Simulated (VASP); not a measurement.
# Ca (I4_1/amd) in VASP: notebook, part 2 of 2

VASP 6.6.1.

### Step 5. Single point, PBE

This run uses another cell than the first one, of 23.67 Å³/atom, 1.375 times its volume.

Input file INCAR:

```
SYSTEM = Ca
  ALGO = Normal
  EDIFF = 1E-6
  ENCUT = 520
  GGA = PE
  ISIF = 2
  ISMEAR = -1
  LASPH = .True.
  LCHARG = .False.
  LREAL = .False.
  LWAVE = .False.
  NBANDS = 17
  NELM = 100
  PREC = Accurate
  SIGMA = 0.05
```

Input file KPOINTS:

```
k-points
0
Gamma
  12 12 12
  0 0 0
```

Input file POSCAR:

```
Ca
1.0
   -2.7970821876      2.7970821876      1.5129144266
    2.7970821876     -2.7970821876      1.5129144266
    2.7970821876      2.7970821876     -1.5129144266
Ca
2
Direct
   -0.3750000000     -0.1250000000     -0.2500000000
    0.3750000000      0.1250000000      0.2500000000
```

Potentials or basis: VASP PAW PBE potentials, release 64 (Ca_sv).

On the command line:

```console
$ cat potpaw_PBE.64/Ca_sv/POTCAR > POTCAR
$ mpirun -np 1 vasp_std > vasp.out
```

OUTCAR:

```text
SYSTEM = Ca
   EDIFF = 1E-6
   ENCUT = 520
   GGA = PE
   ISIF = 2
   ISMEAR = -1
   LASPH = .True.
   LREAL = .False.
   NELM = 100
   PREC = Accurate

 ion  position               nearest neighbor table
   1  0.625  0.875  0.750-   2 2.90   2 2.90   2 2.90   2 2.90
   2  0.375  0.125  0.250-   1 2.90   1 2.90   1 2.90   1 2.90

  LATTYP: Found a body centered tetragonal cell.
 ALAT       =     5.5941643752
 C/A-ratio  =     0.5408902296

  Lattice vectors:

 A1 = (  -2.7970821876,   2.7970821876,   1.5129144266)
 A2 = (   2.7970821876,  -2.7970821876,   1.5129144266)
 A3 = (   2.7970821876,   2.7970821876,  -1.5129144266)

Analysis of symmetry for initial positions (statically):
=====================================================================
 Subroutine PRICEL returns:
 Original cell was already a primitive cell.

 Routine SETGRP: Setting up the symmetry group for a
 body centered tetragonal supercell.

 Subroutine GETGRP returns: Found 16 space group operations
 (whereof  4 operations were pure point group operations)
 out of a pool of 16 trial point group operations.

The static configuration has the point symmetry C_2h.
 The point group associated with its full space group is D_4h.

Analysis of symmetry for dynamics (positions and initial velocities):
=====================================================================
 Subroutine PRICEL returns:
 Original cell was already a primitive cell.

 Routine SETGRP: Setting up the symmetry group for a
 body centered tetragonal supercell.

 Subroutine GETGRP returns: Found 16 space group operations
 (whereof  4 operations were pure point group operations)
 out of a pool of 16 trial point group operations.

The dynamic configuration has the point symmetry C_2h.
 The point group associated with its full space group is D_4h.

 Subroutine INISYM returns: Found 16 space group operations
 (whereof  4 operations are pure point group operations),
 and found     1 'primitive' translations

----------------------------------------------------------------------------------------

                                     Primitive cell

  volume of cell :      47.3462

  direct lattice vectors                    reciprocal lattice vectors
    -2.797082188  2.797082188  1.512914427     0.000000000  0.178757708  0.330487958
     2.797082188 -2.797082188  1.512914427     0.178757708  0.000000000  0.330487958
     2.797082188  2.797082188 -1.512914427     0.178757708  0.178757708  0.000000000

  length of vectors
     4.235120729  4.235120729  4.235120729     0.375734758  0.375734758  0.252801575

  position of ions in fractional coordinates (direct lattice)
     0.625000000  0.875000000  0.750000000
     0.375000000  0.125000000  0.250000000

  ion indices of the primitive-cell ions
   primitive index   ion index
                 1           1
                 2           2

----------------------------------------------------------------------------------------

 KPOINTS: k-points

Automatic generation of k-mesh.
 Grid dimensions read from file:
 generate k-points for:   12   12   12

 Generating k-lattice:

  Cartesian coordinates                     Fractional coordinates (reciprocal lattice)
     0.000000000  0.014896476  0.027540663     0.083333333 -0.000000000  0.000000000
     0.014896476  0.000000000  0.027540663    -0.000000000  0.083333333  0.000000000
     0.014896476  0.014896476  0.000000000     0.000000000  0.000000000  0.083333333

  Length of vectors
     0.031311230  0.031311230  0.021066798

  Shift w.r.t. Gamma in fractional coordinates (k-lattice)
     0.000000000  0.000000000  0.000000000

 Subroutine IBZKPT returns following result:
 ===========================================

 Found    163 irreducible k-points:

 Following reciprocal coordinates:
            Coordinates               Weight
  0.000000  0.000000  0.000000      1.000000
  0.083333  0.000000 -0.000000      8.000000
  0.166667  0.000000 -0.000000      8.000000
  0.250000  0.000000 -0.000000      8.000000
  0.333333  0.000000 -0.000000      8.000000
  0.416667  0.000000 -0.000000      8.000000
[... 16 lines left out ...]
  0.500000  0.166667 -0.000000     16.000000
 -0.416667  0.166667  0.000000     16.000000
 [... further k-points ...]
   k-points           NKPTS =    163   k-points in BZ     NKDIM =    163   number of bands    NBANDS=     17
   number of dos      NEDOS =    301   number of ions     NIONS =      2
   total plane-waves  NPLWV =  32768
   dimension x,y,z NGX =    32 NGY =   32 NGZ =   32
   dimension x,y,z NGXF=    64 NGYF=   64 NGZF=   64
   ions per type =               2
   NGX,Y,Z   is equivalent  to a cutoff of  12.56, 12.56, 12.56 a.u.
   NGXF,Y,Z  is equivalent  to a cutoff of  25.12, 25.12, 25.12 a.u.
 SYSTEM =  Ca
   PREC   = accura    normal or accurate (medium, high low for compatibility)
   ISTART =      0    job   : 0-new  1-cont  2-samecut
   ICHARG =      2    charge: 1-file 2-atom 10-const
   ISPIN  =      1    spin polarized calculation?
   LNONCOLLINEAR =      F non collinear calculations
   LSORBIT =      F    spin-orbit coupling
   LASPH  =      T    aspherical Exc in radial PAW
   ENCUT  =  520.0 eV  38.22 Ry    6.18 a.u.   7.87  7.87  7.87*2*pi/ulx,y,z
   NELM   =    100;   NELMIN=  2; NELMDL= -5     # of ELM steps
   EDIFF  = 0.1E-05   stopping-criterion for ELM
   LREAL  =      F    real-space projection
   EDIFFG = 0.1E-04   stopping-criterion for IOM
   NSW    =      0    number of steps for IOM
   IBRION =     -1    ionic relax: 0-MD 1-quasi-New 2-CG
   NFREE  =      0    steps in history (QN), initial steepest desc. (CG)
   ISIF   =      2    stress and relaxation
   ISYM   =      2    0-nonsym 1-usesym 2-fastsym
   POTIM  = 0.5000    time-step for ionic-motion
   TEBEG  =    0.0;   TEEND  =   0.0 temperature during run
   PSTRESS=    0.0 pullay stress
   NELECT =      20.0000    total number of electrons
   NUPDOWN=      -1.0000    fix difference up-down
   EMIN   =  10.00;   EMAX   =-10.00  energy-range for DOS
   EFERMI =   0.00;   METHOD = LEGACY
   ISMEAR =    -1;   SIGMA  =   0.05  broadening in eV -4-tet -1-fermi 0-gaus
   EFERMI_NEDOS =   21; number of points for ismear=-14 and -15
   IALGO  =     38    algorithm
   IMIX   =      4    mixing-type and parameters
     AMIX     =   0.40;   BMIX     =  1.00
     AMIX_MAG =   1.60;   BMIX_MAG =  1.00
  volume/ion in A,a.u.               =      23.67       159.75
  Fermi-wavevector in a.u.,A,eV,Ry     =   1.228353  2.321251 20.529169  1.508851
  Thomas-Fermi vector in A             =   2.363282
   LORBIT       =      0    0 simple, 1 ext, 2 COOP (PROOUT), +10 PAW based schemes
   GGA     = PE    functional components
   LHFCALC =     F    Hartree Fock is set to
   AEXX    =    0.0000 exact exchange contribution
   IVDW    =     0    specifies the selected vdW correction
   LEPSILON=     F    determine dielectric tensor
   LRPA    =     F    only Hartree local field effects (RPA)
 non-spin polarized calculation
  energy-cutoff  :      520.00
  volume of cell :       47.35
 maximum number of plane-waves:      1298
   NGX = 15   NGY = 15   NGZ = 15

 number of electron      20.0000000 magnetization

 Free energy of the ion-electron system (eV)
  ---------------------------------------------------
  ext. energy  EPLUGINS =         0.00000000
  ---------------------------------------------------
  free energy    TOTEN  =        -1.83424860 eV

  energy without entropy =       -1.82809274  energy(sigma->0) =       -1.83117067

 E-fermi :   4.5075     XC(G=0):  -9.7575

 val. band max:        4.4913642356   @ k =  -0.2500  -0.2500   0.1667
 cond. band min:       4.5187603419   @ k =  -0.2500   0.4167   0.2500
 fundamental gap:      0.0273961063
 Fermi energy:         4.5074993004

 k-point     1 :       0.0000    0.0000    0.0000
  band No.  band energies     occupation
      1     -36.4872      2.00000
      2     -36.1411      2.00000
      3     -17.8569      2.00000
      4     -17.8569      2.00000
      5     -17.0205      2.00000
      6     -17.0110      2.00000
[... 9 lines left out ...]
     16       9.4325      0.00000
     17       9.4325      0.00000

 k-point     2 :       0.0833    0.0000   -0.0000
  band No.  band energies     occupation
      1     -36.4749      2.00000
      2     -36.1394      2.00000
      3     -17.8510      2.00000
      4     -17.8316      2.00000
      5     -17.0798      2.00000
      6     -17.0719      2.00000
[... 9 lines left out ...]
     16       9.7370      0.00000
     17       9.7913      0.00000
[... 421 lines left out ...]
 k-point    24 :      -0.4167    0.1667    0.0000
  band No.  band energies     occupation
      1     -36.3480      2.00000
      2     -36.1743      2.00000
      3     -17.8062      2.00000
      4     -17.6022      2.00000
      5     -17.5212      2.00000
      6     -17.2856      2.00000
[... 9 lines left out ...]
     16       8.6287      0.00000
     17       9.4413      0.00000

 [... further k-points ...]
[... 5 lines left out ...]
  --------------------------------------------------------------------------------------
  -------------------------------------------------------------------------------------
  Total        5.7373610      5.7373610      5.5654875      0.0000000      0.0000000      0.0000000
  in kB      194.1502485    194.1502485    188.3341107      0.0000000      0.0000000      0.0000000
  external PRESSURE =     192.2115359 kB  Pullay stress =       0.0000000 kB

 VOLUME and BASIS-vectors are now :
 -----------------------------------------------------------------------------
  energy-cutoff  :      520.00
  volume of cell :       47.35
      direct lattice vectors                 reciprocal lattice vectors
    -2.797082188  2.797082188  1.512914427     0.000000000  0.178757708  0.330487958
     2.797082188 -2.797082188  1.512914427     0.178757708  0.000000000  0.330487958
     2.797082188  2.797082188 -1.512914427     0.178757708  0.178757708  0.000000000

 POSITION                                       TOTAL-FORCE (eV/Angst)
 -----------------------------------------------------------------------------------
      2.79708      1.39854      1.13469         0.000000     -0.000000      0.000000
      0.00000      1.39854      0.37823        -0.000000      0.000000     -0.000000
 -----------------------------------------------------------------------------------
    total drift:                                0.000000     -0.000000      0.000000

  FREE ENERGIE OF THE ION-ELECTRON SYSTEM (eV)
  ---------------------------------------------------
  free  energy   TOTEN  =        -1.8342485998 eV

  energy  without entropy=       -1.8280927418  energy(sigma->0) =       -1.83117067
```

OSZICAR:

```text
N       E                     dE             d eps       ncg     rms          rms(c)
DAV:   1     0.183573447710E+03    0.18357E+03   -0.10546E+04  5542   0.116E+03
DAV:   2     0.759423740662E+01   -0.17598E+03   -0.17337E+03  6029   0.344E+02
DAV:   3    -0.176326089373E+01   -0.93575E+01   -0.92742E+01 10692   0.601E+01
DAV:   4    -0.191766291829E+01   -0.15440E+00   -0.15432E+00  6288   0.862E+00
DAV:   5    -0.192195409596E+01   -0.42912E-02   -0.42902E-02  9073   0.946E-01    0.314E+00
DAV:   6    -0.185904868917E+01    0.62905E-01   -0.24455E-02  7276   0.135E+00    0.180E+00
DAV:   7    -0.183365489025E+01    0.25394E-01   -0.47946E-02  7777   0.173E+00    0.168E-01
DAV:   8    -0.183408198142E+01   -0.42709E-03   -0.19431E-03  7910   0.329E-01    0.612E-02
DAV:   9    -0.183424602525E+01   -0.16404E-03   -0.28246E-04  7474   0.132E-01    0.767E-03
DAV:  10    -0.183424944872E+01   -0.34235E-05   -0.53653E-06  7173   0.206E-02    0.199E-03
DAV:  11    -0.183424859979E+01    0.84893E-06   -0.47352E-07  4821   0.443E-03
   1 F= -.18342486E+01 E0= -.18311707E+01  d E =-.615586E-02
```

stdout:

```text
POSCAR found type information on POSCAR Ca
 POSCAR found :  1 types and       2 ions
 scaLAPACK will be used
 LDA part: xc-table for (Slater+PW92), standard interpolation
 POSCAR, INCAR and KPOINTS ok, starting setup
 FFT: planning ... GRIDC
 FFT: planning ... GRID_SOFT
 FFT: planning ... GRID
 WAVECAR not read
 entering main loop
```

Run time: 36 s. Hardware: 1 thread of Intel Xeon 6975P-C (Granite Rapids), shared host; peak memory 0.25 GiB.

What came out:

```
Free energy            : -1.8342 eV
Pressure               : 19.2 GPa
Band gap on the k mesh : zero (band 10 reaches 4.67 eV, above the bottom of band 11 at 4.24 eV)
```

### Step 6. Single point, PBE

This run uses another cell than the first one, of 27.98 Å³/atom, 1.625 times its volume.

Input file INCAR:

```
ALGO = Normal
EDIFF = 1E-6
ENCUT = 520
GGA = PE
ISIF = 2
ISMEAR = -1
LASPH = T
LCHARG = T
LELF = T
LREAL = F
LVHAR = T
LWAVE = F
NBANDS = 17
NELM = 60
PREC = Accurate
SIGMA = 0.05
```

Input file KPOINTS:

```
k-points
0
Gamma
  12 12 12
```

Input file POSCAR:

```
Ca
1.0
   -2.9572550582      2.9572550582      1.5995503674
    2.9572550582     -2.9572550582      1.5995503674
    2.9572550582      2.9572550582     -1.5995503674
Ca
2
Direct
   -0.3750000000     -0.1250000000     -0.2500000000
    0.3750000000      0.1250000000      0.2500000000
```

Potentials or basis: VASP PAW PBE potentials, release 64 (Ca_sv).

On the command line:

```console
$ cat potpaw_PBE.64/Ca_sv/POTCAR > POTCAR
$ mpirun -np 1 vasp_std > vasp.out
```

OUTCAR:

```text
EDIFF = 1E-6
   ENCUT = 520
   GGA = PE
   ISIF = 2
   ISMEAR = -1
   LASPH = T
   LREAL = F
   NELM = 60
   PREC = Accurate

 ion  position               nearest neighbor table
   1  0.625  0.875  0.750-   2 3.06   2 3.06   2 3.06   2 3.06
   2  0.375  0.125  0.250-   1 3.06   1 3.06   1 3.06   1 3.06

  LATTYP: Found a body centered tetragonal cell.
 ALAT       =     5.9145101164
 C/A-ratio  =     0.5408902296

  Lattice vectors:

 A1 = (  -2.9572550582,   2.9572550582,   1.5995503674)
[... 193 lines left out ...]
      6     -18.3193      2.00000
[... 457 lines left out ...]
      4     -18.6864      2.00000
      5     -18.6357      2.00000
      6     -18.4876      2.00000
[... 9 lines left out ...]
     16       7.2269      0.00000
     17       7.9787      0.00000

 [... further k-points ...]
[... 5 lines left out ...]
  --------------------------------------------------------------------------------------
  -------------------------------------------------------------------------------------
  Total        3.6697941      3.6697941      3.6362369     -0.0000000      0.0000000      0.0000000
  in kB      105.0792118    105.0792118    104.1183501     -0.0000000      0.0000000      0.0000000
  external PRESSURE =     104.7589246 kB  Pullay stress =       0.0000000 kB

 VOLUME and BASIS-vectors are now :
 -----------------------------------------------------------------------------
  energy-cutoff  :      520.00
  volume of cell :       55.95
      direct lattice vectors                 reciprocal lattice vectors
    -2.957255058  2.957255058  1.599550367     0.000000000  0.169075710  0.312587844
     2.957255058 -2.957255058  1.599550367     0.169075710  0.000000000  0.312587844
     2.957255058  2.957255058 -1.599550367     0.169075710  0.169075710  0.000000000

 POSITION                                       TOTAL-FORCE (eV/Angst)
 -----------------------------------------------------------------------------------
      2.95726      1.47863      1.19966         0.000000     -0.000000      0.000000
     -0.00000      1.47863      0.39989        -0.000000      0.000000     -0.000000
 -----------------------------------------------------------------------------------
    total drift:                               -0.000000     -0.000000      0.000000

  FREE ENERGIE OF THE ION-ELECTRON SYSTEM (eV)
  ---------------------------------------------------
  free  energy   TOTEN  =        -2.6120910865 eV

  energy  without entropy=       -2.6019321046  energy(sigma->0) =       -2.60701160
```

stdout:

```text
POSCAR found type information on POSCAR Ca
 POSCAR found :  1 types and       2 ions
 scaLAPACK will be used
 LDA part: xc-table for (Slater+PW92), standard interpolation
 POSCAR, INCAR and KPOINTS ok, starting setup
 FFT: planning ... GRIDC
 FFT: planning ... GRID_SOFT
 FFT: planning ... GRID
 WAVECAR not read
 entering main loop
```

It took 60 s on 1 thread of Intel Xeon 6975P-C (Granite Rapids), shared host; peak memory 0.28 GiB.

Results:

- Free energy: -2.6121 eV
- Pressure: 10.5 GPa
- Band gap on the k mesh: zero (band 10 reaches 4.01 eV, above the bottom of band 11 at 3.49 eV)

Stress tensor (GPa, compression positive):
```
10.51  0.00  0.00
 0.00 10.51  0.00
 0.00  0.00 10.41
```

Levels at points of the mesh, in eV from the Fermi level:
```tsv
k point	band 8	band 9	band 10	band 11	band 12	band 13
(0.00, 0.00, 0.00)	-21.86	-4.28	-0.83	1.14	1.38	2.11
(0.50, 0.00, 0.00)	-21.82	-0.76	-0.31	0.16	1.89	1.90
(0.50, 0.50, 0.00)	-21.89	-1.99	-1.99	1.37	1.37	2.34
(0.50, 0.50, 0.50)	-21.79	-0.81	-0.81	0.28	0.28	2.17
```

### Step 7. Overview

| cell | gap on the mesh (eV) | pressure (GPa) |
| --- | --- | --- |
| a = 3.816 Å, angles 97.2, 97.2, 138.5°, 2 atoms | none | 49.2 |
| a = 3.971 Å, angles 97.2, 97.2, 138.6°, 2 atoms | none | 35.5 |
| a = 4.235 Å, angles 97.3, 97.3, 138.1°, 2 atoms | none | 19.2 |
| a = 4.478 Å, angles 97.3, 97.3, 138.1°, 2 atoms | none | 10.5 |

Alike in all rows: task single point; level PBE; potentials or basis VASP PAW PBE potentials, release 64 (Ca_sv); no spin polarisation; k mesh 12 × 12 × 12; cutoff (eV) 520; smearing fermi-dirac 0.05 eV.

Total energies depend on the potentials used, so only differences within one code and one set of settings carry meaning.
